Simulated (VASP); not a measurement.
# LuSc3B2 in VASP: single point with PBE

Aim: the single point of LuSc3B2 with PBE.

All numbers are computed with VASP 6.6.1; they aren't measurements. Logs are shortened: lines on timing, memory, paths and dates and some standing lists are left out, and cuts for length are marked.

## 1. The cell of the first run

The typed cell holds 6 atoms: a = 5.846 Å, b = 5.846 Å, c = 3.283 Å, α = 90.00°, β = 90.00°, γ = 120.00°.

## 2. Single point, PBE

The input, INCAR:

```
PREC = Accurate
ENCUT = 520
EDIFF = 1E-6
ISMEAR = -1
SIGMA = 0.1
LREAL = False
LASPH = True
NELM = 60
ALGO = Normal
ISIF = 2
LWAVE = False
LCHARG = False
GGA = PE
NBANDS = 41
```

The input, KPOINTS:

```
Automatic mesh
0
Gamma
  7 7 10
```

The input, POSCAR:

```
LuSc3B2
1.0
    5.8456910000      0.0000000000      0.0000000000
   -2.9228460000      5.0625190000      0.0000000000
    0.0000000000      0.0000000000      3.2834460000
B Sc Lu
2 3 1
Direct
    0.3333000000      0.6667000000      0.0000000000
    0.6666000000      0.3333000000      0.0000000000
    0.5000000000      0.0000000000      0.5000000000
    0.5000000000      0.5000000000      0.5000000000
    0.0000000000      0.5000000000      0.5000000000
    0.0000000000      0.0000000000      0.0000000000
```

Potentials or basis: VASP PAW PBE potentials, release 64 (B, Sc_sv, Lu).

On the command line:

```bash
> cat potpaw_PBE.64/B/POTCAR potpaw_PBE.64/Sc_sv/POTCAR potpaw_PBE.64/Lu/POTCAR > POTCAR
> mpirun -np 1 vasp_std > vasp.out
```

OUTCAR:

```text
PREC = Accurate
   ENCUT = 520
   EDIFF = 1E-6
   ISMEAR = -1
   LREAL = False
   LASPH = True
   NELM = 60
   ISIF = 2
   GGA = PE

 ion  position               nearest neighbor table
   1  0.333  0.667  0.000-   5 2.35   5 2.35   3 2.35   3 2.35   4 2.35   4 2.35
   2  0.667  0.333  0.000-   4 2.35   4 2.35   3 2.35   3 2.35   5 2.35   5 2.35
   3  0.500  0.000  0.500-   1 2.35   1 2.35   2 2.35   2 2.35   5 2.92   5 2.92   4 2.92   4 2.92
                             6 3.35   6 3.35   6 3.35   6 3.35
   4  0.500  0.500  0.500-   2 2.35   2 2.35   1 2.35   1 2.35   5 2.92   5 2.92   3 2.92   3 2.92
                             6 3.35   6 3.35   6 3.35   6 3.35
   5  0.000  0.500  0.500-   1 2.35   1 2.35   2 2.35   2 2.35   4 2.92   4 2.92   3 2.92   3 2.92
                             6 3.35   6 3.35   6 3.35   6 3.35
   6  0.000  0.000  0.000-   3 3.35   3 3.35   3 3.35   3 3.35   4 3.35   4 3.35   4 3.35   4 3.35
                             5 3.35   5 3.35   5 3.35   5 3.35

  LATTYP: Found a hexagonal cell.
 ALAT       =     5.8456910000
 C/A-ratio  =     0.5616865483

  Lattice vectors:

 A1 = (   5.8456910000,   0.0000000000,   0.0000000000)
 A2 = (  -2.9228460000,   5.0625190000,   0.0000000000)
 A3 = (   0.0000000000,   0.0000000000,   3.2834460000)

Analysis of symmetry for initial positions (statically):
=====================================================================
 Subroutine PRICEL returns:
 Original cell was already a primitive cell.

 Routine SETGRP: Setting up the symmetry group for a
 hexagonal supercell.

 Subroutine GETGRP returns: Found  4 space group operations
 (whereof  4 operations were pure point group operations)
 out of a pool of 24 trial point group operations.

The static configuration has the point symmetry C_2v.

Analysis of symmetry for dynamics (positions and initial velocities):
=====================================================================
 Subroutine PRICEL returns:
 Original cell was already a primitive cell.

 Routine SETGRP: Setting up the symmetry group for a
 hexagonal supercell.

 Subroutine GETGRP returns: Found  4 space group operations
 (whereof  4 operations were pure point group operations)
 out of a pool of 24 trial point group operations.

The dynamic configuration has the point symmetry C_2v.

 Subroutine INISYM returns: Found  4 space group operations
 (whereof  4 operations are pure point group operations),
 and found     1 'primitive' translations

----------------------------------------------------------------------------------------

                                     Primitive cell

  volume of cell :      97.1700

  direct lattice vectors                    reciprocal lattice vectors
     5.845691000  0.000000000  0.000000000     0.171066175  0.098765078  0.000000000
    -2.922846000  5.062519000  0.000000000     0.000000000  0.197530123  0.000000000
     0.000000000  0.000000000  3.283446000     0.000000000  0.000000000  0.304558077

  length of vectors
     5.845691000  5.845693061  3.283446000     0.197530192  0.197530123  0.304558077

  position of ions in fractional coordinates (direct lattice)
     0.333300000  0.666700000  0.000000000
     0.666600000  0.333300000  0.000000000
     0.500000000  0.000000000  0.500000000
     0.500000000  0.500000000  0.500000000
     0.000000000  0.500000000  0.500000000
     0.000000000  0.000000000  0.000000000

  ion indices of the primitive-cell ions
   primitive index   ion index
                 1           1
                 2           2
                 3           3
                 4           4
                 5           5
                 6           6

----------------------------------------------------------------------------------------

 KPOINTS: Automatic mesh

Automatic generation of k-mesh.
 Grid dimensions read from file:
 generate k-points for:    7    7   10

 Generating k-lattice:

  Cartesian coordinates                     Fractional coordinates (reciprocal lattice)
     0.024438025  0.014109297  0.000000000     0.142857143  0.000000000  0.000000000
     0.000000000  0.028218589  0.000000000     0.000000000  0.142857143  0.000000000
     0.000000000  0.000000000  0.030455808     0.000000000  0.000000000  0.100000000

  Length of vectors
     0.028218599  0.028218589  0.030455808

  Shift w.r.t. Gamma in fractional coordinates (k-lattice)
     0.000000000  0.000000000  0.000000000

 Subroutine IBZKPT returns following result:
 ===========================================

 Found     96 irreducible k-points:

 Following reciprocal coordinates:
            Coordinates               Weight
  0.000000  0.000000  0.000000      1.000000
  0.142857 -0.000000  0.000000      4.000000
  0.000000  0.142857  0.000000      2.000000
  0.285714 -0.000000  0.000000      4.000000
  0.000000  0.285714  0.000000      2.000000
  0.428571  0.000000  0.000000      4.000000
[... 16 lines left out ...]
  0.000000  0.428571  0.100000      4.000000
  0.142857  0.142857  0.100000      8.000000
 [... further k-points ...]
   k-points           NKPTS =     96   k-points in BZ     NKDIM =     96   number of bands    NBANDS=     41
   number of dos      NEDOS =    301   number of ions     NIONS =      6
   total plane-waves  NPLWV =  55296
   dimension x,y,z NGX =    48 NGY =   48 NGZ =   24
   dimension x,y,z NGXF=    96 NGYF=   96 NGZF=   48
   ions per type =               2   3   1
   NGX,Y,Z   is equivalent  to a cutoff of  13.65, 13.65, 12.15 a.u.
   NGXF,Y,Z  is equivalent  to a cutoff of  27.30, 27.30, 24.30 a.u.
 SYSTEM =  unknown system
   PREC   = accura    normal or accurate (medium, high low for compatibility)
   ISTART =      0    job   : 0-new  1-cont  2-samecut
   ICHARG =      2    charge: 1-file 2-atom 10-const
   ISPIN  =      1    spin polarized calculation?
   LNONCOLLINEAR =      F non collinear calculations
   LSORBIT =      F    spin-orbit coupling
   LASPH  =      T    aspherical Exc in radial PAW
   ENCUT  =  520.0 eV  38.22 Ry    6.18 a.u.  10.87 10.87  6.11*2*pi/ulx,y,z
   NELM   =     60;   NELMIN=  2; NELMDL= -5     # of ELM steps
   EDIFF  = 0.1E-05   stopping-criterion for ELM
   LREAL  =      F    real-space projection
   EDIFFG = 0.1E-04   stopping-criterion for IOM
   NSW    =      0    number of steps for IOM
   IBRION =     -1    ionic relax: 0-MD 1-quasi-New 2-CG
   NFREE  =      0    steps in history (QN), initial steepest desc. (CG)
   ISIF   =      2    stress and relaxation
   ISYM   =      2    0-nonsym 1-usesym 2-fastsym
   POTIM  = 0.5000    time-step for ionic-motion
   TEBEG  =    0.0;   TEEND  =   0.0 temperature during run
   PSTRESS=    0.0 pullay stress
   NELECT =      64.0000    total number of electrons
   NUPDOWN=      -1.0000    fix difference up-down
   EMIN   =  10.00;   EMAX   =-10.00  energy-range for DOS
   EFERMI =   0.00;   METHOD = LEGACY
   ISMEAR =    -1;   SIGMA  =   0.10  broadening in eV -4-tet -1-fermi 0-gaus
   EFERMI_NEDOS =   21; number of points for ismear=-14 and -15
   IALGO  =     38    algorithm
   IMIX   =      4    mixing-type and parameters
     AMIX     =   0.40;   BMIX     =  1.00
     AMIX_MAG =   1.60;   BMIX_MAG =  1.00
  volume/ion in A,a.u.               =      16.20       109.29
  Fermi-wavevector in a.u.,A,eV,Ry     =   1.424374  2.691676 27.604060  2.028841
  Thomas-Fermi vector in A             =   2.544872
   LORBIT       =      0    0 simple, 1 ext, 2 COOP (PROOUT), +10 PAW based schemes
   GGA     = PE    functional components
   LHFCALC =     F    Hartree Fock is set to
   AEXX    =    0.0000 exact exchange contribution
   IVDW    =     0    specifies the selected vdW correction
   LEPSILON=     F    determine dielectric tensor
   LRPA    =     F    only Hartree local field effects (RPA)
 non-spin polarized calculation
  energy-cutoff  :      520.00
  volume of cell :       97.17
 maximum number of plane-waves:      2653
 NGX is ok and might be reduce to    48
   NGX = 21   NGY = 21   NGZ = 13

 number of electron      63.9999991 magnetization

 Free energy of the ion-electron system (eV)
  ---------------------------------------------------
  ext. energy  EPLUGINS =         0.00000000
  ---------------------------------------------------
  free energy    TOTEN  =       -36.60958710 eV

  energy without entropy =      -36.44140317  energy(sigma->0) =      -36.52549514

 E-fermi :   4.2847     XC(G=0): -11.1859

 val. band max:        4.2823138412   @ k =  -0.1429  -0.4286   0.4000
 cond. band min:       4.2944726972   @ k =   0.4286   0.1429   0.5000
 fundamental gap:      0.0121588561
 Fermi energy:         4.2846575081

 k-point     1 :       0.0000    0.0000    0.0000
  band No.  band energies     occupation
      1     -51.6258      2.00000
      2     -43.9342      2.00000
      3     -43.8175      2.00000
      4     -43.8171      2.00000
      5     -23.0047      2.00000
      6     -22.9586      2.00000
[... 33 lines left out ...]
     40       7.0892      0.00000
     41       8.7930      0.00000

 k-point     2 :       0.1429   -0.0000    0.0000
  band No.  band energies     occupation
      1     -51.6258      2.00000
      2     -43.9291      2.00000
      3     -43.8226      2.00000
      4     -43.8172      2.00000
      5     -22.9765      2.00000
      6     -22.9393      2.00000
[... 33 lines left out ...]
     40       7.1181      0.00000
     41       8.6900      0.00000

 k-point     3 :       0.0000    0.1429    0.0000
  band No.  band energies     occupation
      1     -51.6258      2.00000
      2     -43.9291      2.00000
      3     -43.8222      2.00000
      4     -43.8175      2.00000
      5     -22.9766      2.00000
      6     -22.9394      2.00000
[... 33 lines left out ...]
     40       7.1180      0.00000
     41       8.7361      0.00000

 k-point     4 :       0.2857   -0.0000    0.0000
  band No.  band energies     occupation
      1     -51.6257      2.00000
      2     -43.9154      2.00000
      3     -43.8366      2.00000
      4     -43.8172      2.00000
      5     -22.9377      2.00000
      6     -22.8784      2.00000
[... 825 lines left out ...]
     40       7.6371      0.00000
     41       7.8923      0.00000

 k-point    23 :       0.0000    0.4286    0.1000
  band No.  band energies     occupation
      1     -51.6239      2.00000
      2     -43.8972      2.00000
      3     -43.8507      2.00000
      4     -43.8156      2.00000
      5     -22.9130      2.00000
      6     -22.7985      2.00000
[... 33 lines left out ...]
     40       7.6372      0.00000
     41       7.8942      0.00000

 k-point    24 :       0.1429    0.1429    0.1000
  band No.  band energies     occupation
      1     -51.6239      2.00000
      2     -43.9176      2.00000
      3     -43.8300      2.00000
      4     -43.8154      2.00000
      5     -22.9300      2.00000
      6     -22.9100      2.00000
[... 33 lines left out ...]
     40       7.3753      0.00000
     41       8.2330      0.00000

 [... further k-points ...]
[... 5 lines left out ...]
  --------------------------------------------------------------------------------------
  -------------------------------------------------------------------------------------
  Total        9.1834406      9.1912773      9.4901941     -0.0000009      0.0000000      0.0000000
  in kB      151.4201267    151.5493403    156.4779969     -0.0000150      0.0000000      0.0000000
  external PRESSURE =     153.1491546 kB  Pullay stress =       0.0000000 kB

 VOLUME and BASIS-vectors are now :
 -----------------------------------------------------------------------------
  energy-cutoff  :      520.00
  volume of cell :       97.17
      direct lattice vectors                 reciprocal lattice vectors
     5.845691000  0.000000000  0.000000000     0.171066175  0.098765078  0.000000000
    -2.922846000  5.062519000  0.000000000     0.000000000  0.197530123  0.000000000
     0.000000000  0.000000000  3.283446000     0.000000000  0.000000000  0.304558077

 POSITION                                       TOTAL-FORCE (eV/Angst)
 -----------------------------------------------------------------------------------
     -0.00029      3.37518      0.00000         0.002036     -0.001462      0.000000
      2.92255      1.68734      0.00000         0.002036      0.001462      0.000000
      2.92285      0.00000      1.64172         0.000086      0.000000      0.000000
      1.46142      2.53126      1.64172        -0.002266      0.001366      0.000000
     -1.46142      2.53126      1.64172        -0.002266     -0.001366      0.000000
      0.00000      0.00000      0.00000         0.000374      0.000000      0.000000
 -----------------------------------------------------------------------------------
    total drift:                                0.000001     -0.000000     -0.000000

  FREE ENERGIE OF THE ION-ELECTRON SYSTEM (eV)
  ---------------------------------------------------
  free  energy   TOTEN  =       -36.6095871035 eV

  energy  without entropy=      -36.4414031711  energy(sigma->0) =      -36.52549514
```

It took 7.9 min on 1 thread of Intel Xeon Platinum 8259CL at 2.50GHz (Skylake/Cascade Lake), shared host; peak memory 0.49 GiB.

Results:

| Quantity | Value |
| --- | --- |
| Free energy | -36.6096 eV |
| Pressure | 15.3 GPa |
| Band gap on the k mesh | zero (bands 32 and 33 overlap by 0.78 eV) |

Forces in eV/Å, atoms in the order of the input:
```
B    0.002 -0.001  0.000
B    0.002  0.001  0.000
Sc   0.000  0.000  0.000
Sc  -0.002  0.001  0.000
Sc  -0.002 -0.001  0.000
Lu   0.000  0.000  0.000
```

Levels at points of the mesh, in eV from the Fermi level:
```
           k point  band 30  band 31  band 32  band 33  band 34  band 35
(0.00, 0.00, 0.00)    -0.20    -0.17    -0.17     0.90     0.90     2.09
(0.00, 0.00, 0.50)    -0.42    -0.42     0.26     0.27     0.27     0.79
```

Caveat: the cell stands under pressure; spin-orbit coupling is left out, which moves the levels of the heavy elements.
